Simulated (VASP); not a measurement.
# HfSc2N2 (I4/mmm) in VASP: further runs

Runs on HfSc2N2. Level: PBE. Tasks: single point, relaxation of cell and atoms.

Everything below comes from runs of VASP 6.6.1. Logs are shortened: lines on timing, memory, paths and dates and some standing lists are left out, and cuts for length are marked.

## Step 1: The cell of the first run

Symmetry: I4/mmm, No. 139, tetragonal system. The conventional cell has a = 3.872 Å, b = 3.872 Å, c = 9.860 Å, α = 90.00°, β = 90.00°, γ = 90.00°. Hf (site symmetry 4/mmm) has 10 Sc at 3.05 to 3.58 Å and 8 N at 3.13 Å and 4 Hf at 3.87 Å within 4.0 Å. Sc (site symmetry 4mm) has 4 N at 2.23 Å and 1 Sc at 2.70 Å within 3.0 Å. Within 3.0 Å of N (site symmetry -4m2) lie 4 Sc at 2.23 Å and 4 N at 2.74 Å.

## Step 2: Single point, PBE

INCAR

```
  PREC = Accurate
  ENCUT = 520
  EDIFF = 1E-6
  ISMEAR = 0
  SIGMA = 0.1
  LREAL = F
  LASPH = T
  NELM = 100
  ALGO = Normal
  ISIF = 2
  LWAVE = F
  LCHARG = F
  GGA = PE
  NBANDS = 29
```

KPOINTS

```
Automatic mesh
0
Gamma
  6 6 6
```

POSCAR

```
HfSc2N2
1.0
   -1.9362208000      1.9362208000      4.9302293500
    1.9362208000     -1.9362208000      4.9302293500
    1.9362208000      1.9362208000     -4.9302293500
Hf Sc N
1 2 2
Direct
    0.0000000000      0.0000000000      0.0000000000
    0.6369824400      0.6369824400      0.0000000000
    0.3630175600      0.3630175600      0.0000000000
    0.7500000000      0.2500000000      0.5000000000
    0.2500000000      0.7500000000      0.5000000000
```

Potentials or basis: VASP PAW PBE potentials, release 64 (Hf_pv, Sc_sv, N).

On the command line:

```
$ cat potpaw_PBE.64/Hf_pv/POTCAR potpaw_PBE.64/Sc_sv/POTCAR potpaw_PBE.64/N/POTCAR > POTCAR
$ mpirun -np 1 vasp_std > vasp.out
```

OUTCAR:

```text
PREC = Accurate
   ENCUT = 520
   EDIFF = 1E-6
   ISMEAR = 0
   LREAL = F
   LASPH = T
   NELM = 100
   ISIF = 2
   GGA = PE

 ion  position               nearest neighbor table
   1  0.000  0.000  0.000-   2 3.05   2 3.05   2 3.05   3 3.05   2 3.05   3 3.05   3 3.05   3 3.05
                             2 3.58   3 3.58
   2  0.637  0.637  0.000-   4 2.23   5 2.23   5 2.23   4 2.23   3 2.70   1 3.05   1 3.05   1 3.05
                             1 3.05   1 3.58
   3  0.363  0.363  0.000-   4 2.23   5 2.23   5 2.23   4 2.23   2 2.70   1 3.05   1 3.05   1 3.05
                             1 3.05   1 3.58
   4  0.750  0.250  0.500-   2 2.23   3 2.23   3 2.23   2 2.23
   5  0.250  0.750  0.500-   2 2.23   3 2.23   3 2.23   2 2.23

  LATTYP: Found a body centered tetragonal cell.
 ALAT       =     3.8724416000
 C/A-ratio  =     2.5463156630

  Lattice vectors:

 A1 = (  -1.9362208000,   1.9362208000,   4.9302293500)
 A2 = (   1.9362208000,  -1.9362208000,   4.9302293500)
 A3 = (   1.9362208000,   1.9362208000,  -4.9302293500)

Analysis of symmetry for initial positions (statically):
=====================================================================
 Subroutine PRICEL returns:
 Original cell was already a primitive cell.

 Routine SETGRP: Setting up the symmetry group for a
 body centered tetragonal supercell.

 Subroutine GETGRP returns: Found 16 space group operations
 (whereof 16 operations were pure point group operations)
 out of a pool of 16 trial point group operations.

The static configuration has the point symmetry D_4h.

Analysis of symmetry for dynamics (positions and initial velocities):
=====================================================================
 Subroutine PRICEL returns:
 Original cell was already a primitive cell.

 Routine SETGRP: Setting up the symmetry group for a
 body centered tetragonal supercell.

 Subroutine GETGRP returns: Found 16 space group operations
 (whereof 16 operations were pure point group operations)
 out of a pool of 16 trial point group operations.

The dynamic configuration has the point symmetry D_4h.

 Subroutine INISYM returns: Found 16 space group operations
 (whereof 16 operations are pure point group operations),
 and found     1 'primitive' translations

----------------------------------------------------------------------------------------

                                     Primitive cell

  volume of cell :      73.9328

  direct lattice vectors                    reciprocal lattice vectors
    -1.936220800  1.936220800  4.930229350     0.000000000  0.258235011  0.101415160
     1.936220800 -1.936220800  4.930229350     0.258235011  0.000000000  0.101415160
     1.936220800  1.936220800 -4.930229350     0.258235011  0.258235011  0.000000000

  length of vectors
     5.639597806  5.639597806  5.639597806     0.277435318  0.277435318  0.365199455

  position of ions in fractional coordinates (direct lattice)
     0.000000000  0.000000000  0.000000000
     0.636982440  0.636982440  0.000000000
     0.363017560  0.363017560  0.000000000
     0.750000000  0.250000000  0.500000000
     0.250000000  0.750000000  0.500000000

  ion indices of the primitive-cell ions
   primitive index   ion index
                 1           1
                 2           2
                 3           3
                 4           4
                 5           5

----------------------------------------------------------------------------------------

 KPOINTS: Automatic mesh

Automatic generation of k-mesh.
 Grid dimensions read from file:
 generate k-points for:    6    6    6

 Generating k-lattice:

  Cartesian coordinates                     Fractional coordinates (reciprocal lattice)
     0.000000000  0.043039169  0.016902527     0.166666667  0.000000000  0.000000000
     0.043039169  0.000000000  0.016902527     0.000000000  0.166666667  0.000000000
     0.043039169  0.043039169  0.000000000     0.000000000  0.000000000  0.166666667

  Length of vectors
     0.046239220  0.046239220  0.060866576

[... 53 lines left out ...]
[... 21 lines left out ...]
     28       8.0263      0.00000
     29       8.6904      0.00000

 k-point     2 :       0.1667    0.0000    0.0000
  band No.  band energies     occupation
      1     -43.3628      2.00000
      2     -43.2566      2.00000
      3     -26.7471      2.00000
      4     -26.2649      2.00000
      5     -26.2493      2.00000
      6     -22.3995      2.00000
[... 21 lines left out ...]
     28       8.2187      0.00000
     29       9.1405      0.00000

 k-point     3 :       0.3333   -0.0000    0.0000
  band No.  band energies     occupation
      1     -43.3566      2.00000
      2     -43.2600      2.00000
      3     -26.7482      2.00000
      4     -26.2895      2.00000
      5     -26.2427      2.00000
      6     -22.3619      2.00000
[... 21 lines left out ...]
     28       8.3017      0.00000
     29       9.0134      0.00000

 k-point     4 :       0.5000    0.0000    0.0000
  band No.  band energies     occupation
      1     -43.3533      2.00000
      2     -43.2618      2.00000
      3     -26.7488      2.00000
      4     -26.3017      2.00000
      5     -26.2395      2.00000
      6     -22.3422      2.00000
[... 21 lines left out ...]
     28       8.2278      0.00000
     29       8.6204      0.00000

 k-point     5 :       0.1667    0.1667    0.0000
  band No.  band energies     occupation
      1     -43.3587      2.00000
      2     -43.2593      2.00000
      3     -26.7467      2.00000
      4     -26.2664      2.00000
      5     -26.2595      2.00000
      6     -22.3756      2.00000
[... 21 lines left out ...]
     28       8.0578      0.00000
     29       9.2124      0.00000
[... 510 lines left out ...]
     28       8.7891      0.00000
     29       8.9567      0.00000

 k-point    22 :      -0.1667    0.5000    0.1667
  band No.  band energies     occupation
      1     -43.3517      2.00000
      2     -43.2649      2.00000
      3     -26.7481      2.00000
      4     -26.2897      2.00000
      5     -26.2429      2.00000
      6     -22.3338      2.00000
[... 21 lines left out ...]
     28       8.7738      0.00000
     29       9.1102      0.00000

 k-point    23 :      -0.3333   -0.3333    0.1667
  band No.  band energies     occupation
      1     -43.3514      2.00000
      2     -43.2667      2.00000
      3     -26.7465      2.00000
      4     -26.2669      2.00000
      5     -26.2596      2.00000
      6     -22.3305      2.00000
[... 21 lines left out ...]
     28       8.2332      0.00000
     29       9.0212      0.00000

 k-point    24 :      -0.1667   -0.3333    0.1667
  band No.  band energies     occupation
      1     -43.3561      2.00000
      2     -43.2635      2.00000
      3     -26.7468      2.00000
      4     -26.2652      2.00000
      5     -26.2495      2.00000
      6     -22.3582      2.00000
[... 21 lines left out ...]
     28       8.0532      0.00000
     29       8.8382      0.00000

 [... further k-points ...]
[... 5 lines left out ...]
  --------------------------------------------------------------------------------------
  -------------------------------------------------------------------------------------
  Total        2.4712121      2.4712121     -7.5621265      0.0000000      0.0000000     -0.0000000
  in kB       53.5529900     53.5529900   -163.8768628      0.0000000      0.0000000     -0.0000000
  external PRESSURE =     -18.9236276 kB  Pullay stress =       0.0000000 kB

 VOLUME and BASIS-vectors are now :
 -----------------------------------------------------------------------------
  energy-cutoff  :      520.00
  volume of cell :       73.93
      direct lattice vectors                 reciprocal lattice vectors
    -1.936220800  1.936220800  4.930229350     0.000000000  0.258235011  0.101415160
     1.936220800 -1.936220800  4.930229350     0.258235011  0.000000000  0.101415160
     1.936220800  1.936220800 -4.930229350     0.258235011  0.258235011  0.000000000

 POSITION                                       TOTAL-FORCE (eV/Angst)
 -----------------------------------------------------------------------------------
      0.00000      0.00000      0.00000         0.000000      0.000000     -0.000000
      0.00000      0.00000      6.28094         0.000000      0.000000      5.854100
      0.00000      0.00000      3.57952        -0.000000     -0.000000     -5.854100
      0.00000      1.93622      2.46511         0.000000      0.000000     -0.000000
      1.93622      0.00000      2.46511         0.000000      0.000000     -0.000000
 -----------------------------------------------------------------------------------
    total drift:                               -0.000000     -0.000000      0.000000

  FREE ENERGIE OF THE ION-ELECTRON SYSTEM (eV)
  ---------------------------------------------------
  free  energy   TOTEN  =       -39.8934254752 eV

  energy  without entropy=      -39.8711011477  energy(sigma->0) =      -39.88226331
```

Run time: 2.3 min. Hardware: 1 thread of AMD EPYC 7R43 (Zen 3), shared host; peak memory 0.23 GiB.

What came out:

```
Free energy            : -39.8934 eV
Pressure               : -1.9 GPa
Largest force          : 5.854 eV/Å
Band gap on the k mesh : zero (band 21 reaches 5.47 eV, above the bottom of band 22 at 4.99 eV)
```

Forces in eV/Å, atoms in the order of the input:
```
Hf   0.000  0.000  0.000
Sc   0.000  0.000  5.854
Sc   0.000  0.000 -5.854
N    0.000  0.000  0.000
N    0.000  0.000  0.000
```

Stress tensor (GPa, compression positive):
```
  5.36   0.00   0.00
  0.00   5.36   0.00
  0.00   0.00 -16.39
```

Levels at points of the mesh, in eV from the Fermi level:
| k point | band 18 | band 19 | band 20 | band 21 | band 22 | band 23 | band 24 | band 25 |
| --- | --- | --- | --- | --- | --- | --- | --- | --- |
| (0.00, 0.00, 0.00) | -3.46 | -0.49 | -0.49 | 0.34 | 1.27 | 1.32 | 1.68 | 1.68 |
| (0.50, 0.00, 0.00) | -2.33 | -2.13 | -2.00 | -0.26 | 0.42 | 1.35 | 1.71 | 1.84 |
| (0.50, 0.50, 0.00) | -1.29 | -0.34 | -0.27 | -0.24 | 0.48 | 0.64 | 1.06 | 1.80 |
| (0.50, 0.50, 0.50) | -2.10 | -0.91 | -0.50 | -0.50 | 0.60 | 1.96 | 1.96 | 2.49 |

Caveat: the k points lie up to 0.38 Å⁻¹ apart; spin-orbit coupling is left out, which moves the levels of the heavy elements; forces of over 1 eV/Å act on the atoms, so gaps and moduli don't describe the material at rest.

## Step 3: Single point, PBE

This run uses another cell than the first one, of 15.04 Å³/atom, 1.017 times its volume.

INCAR

```
SYSTEM = HfSc2N2
PREC = Accurate ; ENCUT = 520
EDIFF = 1E-6 ; ISMEAR = 0
SIGMA = 0.1 ; LREAL = .FALSE.
LASPH = .TRUE. ; NELM = 80
ALGO = Normal ; ISIF = 2
LWAVE = .FALSE. ; LCHARG = .TRUE.
GGA = PE ; LELF = .TRUE.
LVHAR = .TRUE. ; NBANDS = 29
```

KPOINTS

```
Automatic mesh
0
G
  6 6 6
  0 0 0
```

POSCAR

```
HfSc2N2
1.0
   -2.0057693262      2.0057693262      4.6718449270
    2.0057693262     -2.0057693262      4.6718449270
    2.0057693262      2.0057693262     -4.6718449270
Hf Sc N
1 2 2
Direct
    0.0000000000      0.0000000000      0.0000000000
    0.6711389962      0.6711389962      0.0000000000
    0.3288610038      0.3288610038      0.0000000000
    0.7500000000      0.2500000000      0.5000000000
    0.2500000000      0.7500000000      0.5000000000
```

Potentials or basis: VASP PAW PBE potentials, release 64 (Hf_pv, Sc_sv, N).

On the command line:

```
$ cat potpaw_PBE.64/Hf_pv/POTCAR potpaw_PBE.64/Sc_sv/POTCAR potpaw_PBE.64/N/POTCAR > POTCAR
$ mpirun -np 1 vasp_std > vasp.out
```

Wall time 2.1 min (1 thread of AMD EPYC 7R43 (Zen 3), shared host); peak memory 0.24 GiB.

Results (log left out):

```
Free energy            : -41.9948 eV
Pressure               : 0.5 GPa
Largest force          : 0.048 eV/Å
Band gap on the k mesh : zero (band 21 reaches 5.81 eV, above the bottom of band 22 at 5.29 eV)
```

Forces on the atoms (eV/Å):
```
Hf   0.000  0.000  0.000
Sc   0.000  0.000 -0.048
Sc   0.000  0.000  0.048
N    0.000  0.000  0.000
N    0.000  0.000  0.000
```

Stress tensor (GPa, compression positive):
```
 0.79  0.00  0.00
 0.00  0.79  0.00
 0.00  0.00 -0.20
```

Levels at points of the mesh, in eV from the Fermi level:
```csv
k point,band 18,band 19,band 20,band 21,band 22,band 23,band 24,band 25
"(0.00, 0.00, 0.00)",-3.64,-1.66,-1.66,0.12,0.15,1.28,1.45,1.45
"(0.50, 0.00, 0.00)",-3.47,-3.43,-1.34,-0.38,-0.14,0.25,1.49,1.78
"(0.50, 0.50, 0.00)",-2.57,-2.53,-1.38,-0.27,0.10,0.52,1.72,1.89
"(0.50, 0.50, 0.50)",-2.46,-1.95,-1.95,-0.28,1.00,1.37,1.37,1.39
```

Caveat: the k points lie up to 0.37 Å⁻¹ apart; spin-orbit coupling is left out, which moves the levels of the heavy elements.

## Step 4: Relaxation of cell and atoms, PBE

INCAR

```
PREC = Accurate
ENCUT = 600
EDIFF = 1E-6
ISMEAR = 0
SIGMA = 0.1
LREAL = False
LASPH = True
NELM = 100
ALGO = Normal
ISIF = 3
LWAVE = False
LCHARG = False
GGA = PE
IBRION = 2
NSW = 90
EDIFFG = -0.04
```

KPOINTS

```
Automatic mesh
0
Gamma
  6 6 6
```

POSCAR

```
HfSc2N2
1.0
   -1.9362208000      1.9362208000      4.9302293500
    1.9362208000     -1.9362208000      4.9302293500
    1.9362208000      1.9362208000     -4.9302293500
Hf Sc N
1 2 2
Direct
    0.0000000000      0.0000000000      0.0000000000
    0.6369824400      0.6369824400      0.0000000000
    0.3630175600      0.3630175600      0.0000000000
    0.7500000000      0.2500000000      0.5000000000
    0.2500000000      0.7500000000      0.5000000000
```

On the command line:

```
$ cat potpaw_PBE.64/Hf_pv/POTCAR potpaw_PBE.64/Sc_sv/POTCAR potpaw_PBE.64/N/POTCAR > POTCAR
$ mpirun -np 1 vasp_std > vasp.out
```

It took 13 min on 1 thread of Intel Xeon 6975P-C, shared host; peak memory 0.4 GiB.

It converged, with:

```
Free energy                            : -41.9983 eV
Relaxed volume                         : 15.05 Å³/atom
Relaxed cell                           : a = 5.453 Å, b = 5.453 Å, c = 5.453 Å, α = 136.73°, β = 136.73°, γ = 62.85°
Space group after relaxing (to 0.05 Å) : I4/mmm (No. 139)
Energy gained by relaxing              : 420.3 meV/atom
Ionic steps                            : 8
Pressure after relaxing                : 0.1 GPa
Largest force after relaxing           : 0.024 eV/Å
Band gap on the k mesh                 : zero (band 21 reaches 5.78 eV, above the bottom of band 22 at 5.28 eV)
```

Forces in eV/Å, atoms in the order of the input:
```
Hf   0.000  0.000  0.000
Sc   0.000  0.000 -0.024
Sc   0.000  0.000  0.024
N    0.000  0.000  0.000
N    0.000  0.000  0.000
```

Step by step:
```tsv
step	energy change (eV)	largest force (eV/Å)	pressure (GPa)	volume (Å³)
1	0.0000	5.8539	-1.93	73.93
2	-2.0405	0.3139	4.59	71.81
3	-2.0446	0.1263	5.09	71.71
4	-2.0446	0.0421	5.33	71.66
5	-2.0648	0.3995	-3.65	76.69
6	-2.0907	0.2554	-0.07	74.47
7	-2.0994	0.0952	0.00	74.89
8	-2.1013	0.0238	0.08	75.23
```

Final structure:
```xyz
5
Lattice="-2.0104 2.0104 4.6533 2.0104 -2.0104 4.6533 2.0104 2.0104 -4.6533" Properties=species:S:1:pos:R:3 pbc="T T T"
Hf    0.0000    0.0000    0.0000
Sc    0.0000    0.0000    6.2457
Sc    0.0000    0.0000    3.0608
N     0.0000    2.0104    2.3266
N     2.0104    0.0000    2.3266
```

Levels at points of the mesh, in eV from the Fermi level:
```
           k point  band 18  band 19  band 20  band 21  band 22  band 23  band 24  band 25
(0.00, 0.00, 0.00)    -3.60    -1.66    -1.66     0.10     0.15     1.33     1.49     1.49
(0.50, 0.00, 0.00)    -3.45    -3.43    -1.30    -0.36    -0.14     0.26     1.52     1.79
(0.50, 0.50, 0.00)    -2.57    -2.53    -1.36    -0.27     0.12     0.57     1.71     1.99
(0.50, 0.50, 0.50)    -2.43    -1.94    -1.94    -0.24     1.00     1.38     1.38     1.38
```

Caveat: the k points lie up to 0.37 Å⁻¹ apart in the final cell; spin-orbit coupling is left out, which moves the levels of the heavy elements.

## Step 5: Single point, PBE

This run uses another cell than the first one, of 15.05 Å³/atom, 1.018 times its volume.

INCAR

```
ALGO = Normal
EDIFF = 1E-7
ENCUT = 520
GGA = PE
ISIF = 2
ISMEAR = 0
LASPH = T
LCHARG = F
LREAL = F
LWAVE = F
NBANDS = 29
NELM = 80
PREC = Accurate
SIGMA = 0.1
```

KPOINTS

```
k-points
0
Gamma
  14 14 14
```

POSCAR

```
HfSc2N2
1.0
   -2.0062332350      2.0062332350      4.6739132473
    2.0062332350     -2.0062332350      4.6739132473
    2.0062332350      2.0062332350     -4.6739132473
Hf Sc N
1 2 2
Direct
    0.0000000000      0.0000000000      0.0000000000
    0.6712167030      0.6712167030      0.0000000000
    0.3287832970      0.3287832970      0.0000000000
    0.7500000000      0.2500000000      0.5000000000
    0.2500000000      0.7500000000      0.5000000000
```

On the command line:

```
$ cat potpaw_PBE.64/Hf_pv/POTCAR potpaw_PBE.64/Sc_sv/POTCAR potpaw_PBE.64/N/POTCAR > POTCAR
$ mpirun -np 1 vasp_std > vasp.out
```

Wall time 21 min (1 thread of Intel Xeon 6975P-C, shared host); peak memory 0.64 GiB.

It converged, with:

```
Free energy            : -41.9925 eV
Pressure               : 0.4 GPa
Largest force          : 0.054 eV/Å
Band gap on the k mesh : zero (band 21 reaches 5.84 eV, above the bottom of band 22 at 5.29 eV)
```

Forces in eV/Å, atoms in the order of the input:
```
Hf   0.000  0.000  0.000
Sc   0.000  0.000 -0.054
Sc   0.000  0.000  0.054
N    0.000  0.000  0.000
N    0.000  0.000  0.000
```

Stress tensor (GPa, compression positive):
```
 0.64  0.00  0.00
 0.00  0.64  0.00
 0.00  0.00 -0.15
```

Levels at points of the mesh, in eV from the Fermi level:
| k point | band 17 | band 18 | band 19 | band 20 | band 21 | band 22 | band 23 | band 24 | band 25 | band 26 |
| --- | --- | --- | --- | --- | --- | --- | --- | --- | --- | --- |
| (0.00, 0.00, 0.00) | -3.95 | -3.63 | -1.65 | -1.65 | 0.13 | 0.16 | 1.29 | 1.46 | 1.46 | 2.53 |
| (0.50, 0.00, 0.00) | -3.64 | -3.46 | -3.42 | -1.33 | -0.37 | -0.13 | 0.26 | 1.50 | 1.78 | 2.55 |
| (0.50, 0.50, 0.00) | -3.50 | -2.56 | -2.52 | -1.37 | -0.26 | 0.11 | 0.53 | 1.73 | 1.89 | 1.98 |
| (0.50, 0.50, 0.50) | -3.10 | -2.45 | -1.94 | -1.94 | -0.26 | 1.02 | 1.37 | 1.37 | 1.39 | 2.13 |

Caveat: spin-orbit coupling is left out, which moves the levels of the heavy elements.

## Step 6: Overview

```csv
task,cell,k mesh,cutoff (eV),gap on the mesh (eV),pressure (GPa),largest force (eV/Å)
single point,"a = 5.640 Å, angles 139.8, 139.8, 58.1°, 5 atoms",6 × 6 × 6,520,none,-1.9,5.85
single point,"a = 5.466 Å, angles 136.9, 136.9, 62.5°, 5 atoms",6 × 6 × 6,520,none,0.5,0.05
relaxation of cell and atoms,"relaxed from a = 5.640 Å, angles 139.8, 139.8, 58.1°, 5 atoms",6 × 6 × 6,600,none,0.1,0.02
single point,"a = 5.468 Å, angles 136.9, 136.9, 62.5°, 5 atoms",14 × 14 × 14,520,none,0.4,0.05
```

Alike in all rows: level PBE; potentials or basis VASP PAW PBE potentials, release 64 (Hf_pv, Sc_sv, N); no spin polarisation; smearing gaussian 0.1 eV.

Caveats: some runs use coarse meshes; spin-orbit coupling is left out, which moves the levels of the heavy elements; forces of over 1 eV/Å act on the atoms, so gaps and moduli don't describe the material at rest (some runs).

Absolute energies hang on the potentials; compare differences alone.
